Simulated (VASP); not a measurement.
# Cl (P6_3/mmc) in VASP: further runs, part 2 of 2

VASP 6.6.1. Earlier steps stand in the parts before.

## Step 6: Single point, LDA (volume scaled by 0.68)

Input file INCAR:

```
SYSTEM = Cl
PREC     = Accurate       ! precision mode
ENCUT    = 520            ! plane-wave cutoff, eV
EDIFF    = 1E-7           ! SCF threshold, eV
ISMEAR   = -1             ! smearing method
SIGMA    = 0.1            ! smearing width, eV
LREAL    = .False.        ! projectors in reciprocal space
LASPH    = .True.         ! aspherical terms in the spheres
NELM     = 60             ! most SCF steps
ALGO     = Normal         ! electronic algorithm
ISIF     = 2              ! what is computed and relaxed
LWAVE    = .False.        ! write WAVECAR
LCHARG   = .False.        ! write CHGCAR
NBANDS   = 14             ! bands
```

Input file KPOINTS:

```
Automatic mesh
0
Gamma
  15 15 8
  0 0 0
```

Input file POSCAR:

```
Cl
1.0
    2.8201281213      0.0000000000      0.0000000000
   -1.4100640607      2.4423025950      0.0000000000
    0.0000000000      0.0000000000      3.8476026625
Cl
2
Direct
    0.3333333333      0.6666666667      0.2500000000
    0.6666666667      0.3333333333      0.7500000000
```

Potentials or basis: VASP PAW LDA potentials, release 64 (Cl).

Command:

```sh
$ cat potpaw_LDA.64/Cl/POTCAR > POTCAR
$ mpirun -np 1 vasp_std > vasp.out
```

OUTCAR:

```text
SYSTEM = Cl
   PREC = Accurate
   ENCUT = 520
   EDIFF = 1E-7
   ISMEAR = -1
   LREAL = .False.
   LASPH = .True.
   NELM = 60
   ISIF = 2

 ion  position               nearest neighbor table
   1  0.333  0.667  0.250-   2 2.52   2 2.52   2 2.52   2 2.52   2 2.52   2 2.52
   2  0.667  0.333  0.750-   1 2.52   1 2.52   1 2.52   1 2.52   1 2.52   1 2.52

  LATTYP: Found a hexagonal cell.
 ALAT       =     2.8201281213
 C/A-ratio  =     1.3643361213

  Lattice vectors:

 A1 = (   2.8201281213,   0.0000000000,   0.0000000000)
 A2 = (  -1.4100640607,   2.4423025950,   0.0000000000)
 A3 = (   0.0000000000,   0.0000000000,   3.8476026625)

Analysis of symmetry for initial positions (statically):
=====================================================================
 Subroutine PRICEL returns:
 Original cell was already a primitive cell.

 Routine SETGRP: Setting up the symmetry group for a
 hexagonal supercell.

 Subroutine GETGRP returns: Found 24 space group operations
 (whereof 12 operations were pure point group operations)
 out of a pool of 24 trial point group operations.

The static configuration has the point symmetry D_3d.
 The point group associated with its full space group is D_6h.

Analysis of symmetry for dynamics (positions and initial velocities):
=====================================================================
 Subroutine PRICEL returns:
 Original cell was already a primitive cell.

 Routine SETGRP: Setting up the symmetry group for a
 hexagonal supercell.

 Subroutine GETGRP returns: Found 24 space group operations
 (whereof 12 operations were pure point group operations)
 out of a pool of 24 trial point group operations.

The dynamic configuration has the point symmetry D_3d.
 The point group associated with its full space group is D_6h.

 Subroutine INISYM returns: Found 24 space group operations
 (whereof 12 operations are pure point group operations),
 and found     1 'primitive' translations

----------------------------------------------------------------------------------------

                                     Primitive cell

  volume of cell :      26.5008

  direct lattice vectors                    reciprocal lattice vectors
     2.820128121  0.000000000  0.000000000     0.354593819  0.204724837  0.000000000
    -1.410064061  2.442302595  0.000000000     0.000000000  0.409449673  0.000000000
     0.000000000  0.000000000  3.847602662     0.000000000  0.000000000  0.259902097

  length of vectors
     2.820128121  2.820128121  3.847602662     0.409449673  0.409449673  0.259902097

  position of ions in fractional coordinates (direct lattice)
     0.333333333  0.666666667  0.250000000
     0.666666667  0.333333333  0.750000000

  ion indices of the primitive-cell ions
   primitive index   ion index
                 1           1
                 2           2

----------------------------------------------------------------------------------------

 KPOINTS: Automatic mesh

Automatic generation of k-mesh.
 Grid dimensions read from file:
 generate k-points for:   15   15    8

 Generating k-lattice:

  Cartesian coordinates                     Fractional coordinates (reciprocal lattice)
     0.023639588  0.013648322  0.000000000     0.066666667  0.000000000  0.000000000
     0.000000000  0.027296645  0.000000000     0.000000000  0.066666667  0.000000000
     0.000000000  0.000000000  0.032487762     0.000000000  0.000000000  0.125000000

  Length of vectors
     0.027296645  0.027296645  0.032487762

  Shift w.r.t. Gamma in fractional coordinates (k-lattice)
     0.000000000  0.000000000  0.000000000

 Subroutine IBZKPT returns following result:
 ===========================================

 Found    135 irreducible k-points:

 Following reciprocal coordinates:
            Coordinates               Weight
  0.000000  0.000000  0.000000      1.000000
  0.066667  0.000000  0.000000      6.000000
  0.133333 -0.000000  0.000000      6.000000
  0.200000 -0.000000  0.000000      6.000000
  0.266667 -0.000000  0.000000      6.000000
  0.333333 -0.000000  0.000000      6.000000
[... 16 lines left out ...]
  0.333333  0.200000  0.000000     12.000000
  0.400000  0.200000  0.000000      6.000000
 [... further k-points ...]
   k-points           NKPTS =    135   k-points in BZ     NKDIM =    135   number of bands    NBANDS=     14
   number of dos      NEDOS =    301   number of ions     NIONS =      2
   total plane-waves  NPLWV =  17280
   dimension x,y,z NGX =    24 NGY =   24 NGZ =   30
   dimension x,y,z NGXF=    48 NGYF=   48 NGZF=   60
   ions per type =               2
   NGX,Y,Z   is equivalent  to a cutoff of  14.15, 14.15, 12.96 a.u.
   NGXF,Y,Z  is equivalent  to a cutoff of  28.30, 28.30, 25.92 a.u.
 SYSTEM =  Cl
   PREC   = accura    normal or accurate (medium, high low for compatibility)
   ISTART =      0    job   : 0-new  1-cont  2-samecut
   ICHARG =      2    charge: 1-file 2-atom 10-const
   ISPIN  =      1    spin polarized calculation?
   LNONCOLLINEAR =      F non collinear calculations
   LSORBIT =      F    spin-orbit coupling
   LASPH  =      T    aspherical Exc in radial PAW
   ENCUT  =  520.0 eV  38.22 Ry    6.18 a.u.   5.24  5.24  7.15*2*pi/ulx,y,z
   NELM   =     60;   NELMIN=  2; NELMDL= -5     # of ELM steps
   EDIFF  = 0.1E-06   stopping-criterion for ELM
   LREAL  =      F    real-space projection
   EDIFFG = 0.1E-05   stopping-criterion for IOM
   NSW    =      0    number of steps for IOM
   IBRION =     -1    ionic relax: 0-MD 1-quasi-New 2-CG
   NFREE  =      0    steps in history (QN), initial steepest desc. (CG)
   ISIF   =      2    stress and relaxation
   ISYM   =      2    0-nonsym 1-usesym 2-fastsym
   POTIM  = 0.5000    time-step for ionic-motion
   TEBEG  =    0.0;   TEEND  =   0.0 temperature during run
   PSTRESS=    0.0 pullay stress
   NELECT =      14.0000    total number of electrons
   NUPDOWN=      -1.0000    fix difference up-down
   EMIN   =  10.00;   EMAX   =-10.00  energy-range for DOS
   EFERMI =   0.00;   METHOD = LEGACY
   ISMEAR =    -1;   SIGMA  =   0.10  broadening in eV -4-tet -1-fermi 0-gaus
   EFERMI_NEDOS =   21; number of points for ismear=-14 and -15
   IALGO  =     38    algorithm
   IMIX   =      4    mixing-type and parameters
     AMIX     =   0.40;   BMIX     =  1.00
     AMIX_MAG =   1.60;   BMIX_MAG =  1.00
  volume/ion in A,a.u.               =      13.25        89.42
  Fermi-wavevector in a.u.,A,eV,Ry     =   1.323421  2.500903 23.829828  1.751443
  Thomas-Fermi vector in A             =   2.453030
   LORBIT       =      0    0 simple, 1 ext, 2 COOP (PROOUT), +10 PAW based schemes
   GGA     = CA    functional components
   LHFCALC =     F    Hartree Fock is set to
   AEXX    =    0.0000 exact exchange contribution
   IVDW    =     0    specifies the selected vdW correction
   LEPSILON=     F    determine dielectric tensor
   LRPA    =     F    only Hartree local field effects (RPA)
 non-spin polarized calculation
  energy-cutoff  :      520.00
  volume of cell :       26.50
 maximum number of plane-waves:       726
 NGX is ok and might be reduce to    24
   NGX = 11   NGY = 11   NGZ = 15

 number of electron      13.9999999 magnetization

 Free energy of the ion-electron system (eV)
  ---------------------------------------------------
  ext. energy  EPLUGINS =         0.00000000
  ---------------------------------------------------
  free energy    TOTEN  =        -2.32630183 eV

  energy without entropy =       -2.27655356  energy(sigma->0) =       -2.30142770

 E-fermi :   8.8338     XC(G=0): -12.2451

 val. band max:        8.8315471625   @ k =   0.0000   0.0000   0.3750
 cond. band min:       8.8343475840   @ k =   0.2000   0.1333   0.0000
 fundamental gap:      0.0028004214
 Fermi energy:         8.8338093822

 k-point     1 :       0.0000    0.0000    0.0000
  band No.  band energies     occupation
      1     -11.3390      2.00000
      2      -5.1208      2.00000
      3      -0.1103      2.00000
      4       7.2719      2.00000
      5       7.2719      2.00000
      6       9.5322      0.00185
      7       9.5322      0.00185
      8      11.5165      0.00000
      9      15.7360      0.00000
     10      20.7615      0.00000
     11      21.0128      0.00000
     12      21.0128      0.00000
     13      23.2680      0.00000
     14      23.2681      0.00000
[... 377 lines left out ...]
      1      -7.3849      2.00000
      2      -6.0062      2.00000
      3       1.3015      2.00000
      4       3.9182      2.00000
      5       4.0101      2.00000
      6       4.5750      2.00000
      7       5.8070      2.00000
      8       7.6607      1.99998
      9      15.5639      0.00000
     10      17.2773      0.00000
     11      22.3478      0.00000
     12      23.8882      0.00000
     13      23.9735      0.00000
     14      26.4775      0.00000

 [... further k-points ...]
[... 5 lines left out ...]
  --------------------------------------------------------------------------------------
  -------------------------------------------------------------------------------------
  Total        6.7284457      6.7284457      6.7402442     -0.0000000     -0.0000000      0.0000000
  in kB      406.7867591    406.7867591    407.5000712     -0.0000000     -0.0000000      0.0000000
  external PRESSURE =     407.0245298 kB  Pullay stress =       0.0000000 kB

 VOLUME and BASIS-vectors are now :
 -----------------------------------------------------------------------------
  energy-cutoff  :      520.00
  volume of cell :       26.50
      direct lattice vectors                 reciprocal lattice vectors
     2.820128121  0.000000000  0.000000000     0.354593819  0.204724837  0.000000000
    -1.410064061  2.442302595  0.000000000     0.000000000  0.409449673  0.000000000
     0.000000000  0.000000000  3.847602662     0.000000000  0.000000000  0.259902097

 POSITION                                       TOTAL-FORCE (eV/Angst)
 -----------------------------------------------------------------------------------
     -0.00000      1.62820      0.96190         0.000000     -0.000000      0.000000
      1.41006      0.81410      2.88570        -0.000000      0.000000      0.000000
 -----------------------------------------------------------------------------------
    total drift:                               -0.000000      0.000000     -0.000000

  FREE ENERGIE OF THE ION-ELECTRON SYSTEM (eV)
  ---------------------------------------------------
  free  energy   TOTEN  =        -2.3263018291 eV

  energy  without entropy=       -2.2765535623  energy(sigma->0) =       -2.30142770
```

Run time: 12 s. Hardware: 1 thread of Intel Xeon 6975P-C (Granite Rapids), shared host; peak memory 0.15 GiB.

What came out:

```
Free energy            : -2.3263 eV
Pressure               : 40.7 GPa
Band gap on the k mesh : zero (band 7 reaches 10.06 eV, above the bottom of band 8 at 6.40 eV)
```

## Step 7: Overview

```tsv
cell	gap on the mesh (eV)	pressure (GPa)
a = 2.503, b = 2.503, c = 3.735 Å, angles 90.0, 90.0, 120.0°, 2 atoms	none	124.1
a = 2.667, b = 2.667, c = 3.797 Å, angles 90.0, 90.0, 120.0°, 2 atoms	none	71.3
a = 2.820, b = 2.820, c = 3.848 Å, angles 90.0, 90.0, 120.0°, 2 atoms	none	40.7
```

Alike in all rows: task single point; level LDA; potentials or basis VASP PAW LDA potentials, release 64 (Cl); no spin polarisation; k mesh 15 × 15 × 8; cutoff (eV) 520; smearing fermi-dirac 0.1 eV.

Absolute energies hang on the potentials; compare differences alone.
